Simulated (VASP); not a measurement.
Set up this calculation in VASP 6.6.1, as the native input.

- Task: single point
- Functional: PBEsol
- Potentials or basis: VASP PAW PBE potentials, release 64 (Bi_d, Te)
- Cutoff: 520 eV
- k mesh: 12 × 12 × 12
- Occupations: gaussian, width 0.15 eV
- Spin: no spin polarisation
- Dipole correction: no
- Further INCAR settings: ALGO = Normal; EDIFF = 1e-06; NBANDS = 18

The structure of BiTe lies in POSCAR:

```
BiTe
1.0
    2.4590483894      1.4197322496      3.3172919545
   -2.4590483894      1.4197322496      3.3172919545
    0.0000000000     -2.8394644991      3.3172919545
Bi Te
1 1
Direct
    0.5000000000      0.5000000000      0.5000000000
    0.0000000000      0.0000000000      0.0000000000
```

This cell differs from its parent crystal: strain +0.015 along x and y, +0.000 along z.

One way to write it, as run:

INCAR

```
PREC = Accurate
ENCUT = 520
EDIFF = 1E-6
ISMEAR = 0
SIGMA = 0.15
LREAL = F
LASPH = T
NELM = 80
ALGO = Normal
ISIF = 2
LWAVE = F
LCHARG = T
GGA = PS
LELF = T
LVHAR = T
NBANDS = 18
```

KPOINTS

```
regular mesh
0
Gamma
  12 12 12
```

Potentials or basis: VASP PAW PBE potentials, release 64 (Bi_d, Te).

Command:

```sh
$ cat potpaw_PBE.64/Bi_d/POTCAR potpaw_PBE.64/Te/POTCAR > POTCAR
$ mpirun -np 1 vasp_std > vasp.out
```

It gave:

```
Pressure               : -3.9 GPa
Band gap on the k mesh : zero (an odd number of electrons rules out a gap without spin polarisation)
```

Caveat: the cell differs from its parent crystal (strain +0.015 along x and y, +0.000 along z); the cell stands under tension; the PAW data sets were made with another functional, which shifts forces and pressure a little; spin-orbit coupling is left out, which moves the levels of the heavy elements.

It took 80 s on 1 thread of AMD EPYC 9R45 96-Core Processor (Zen 5) (shared host), peak memory 0.33 GiB.
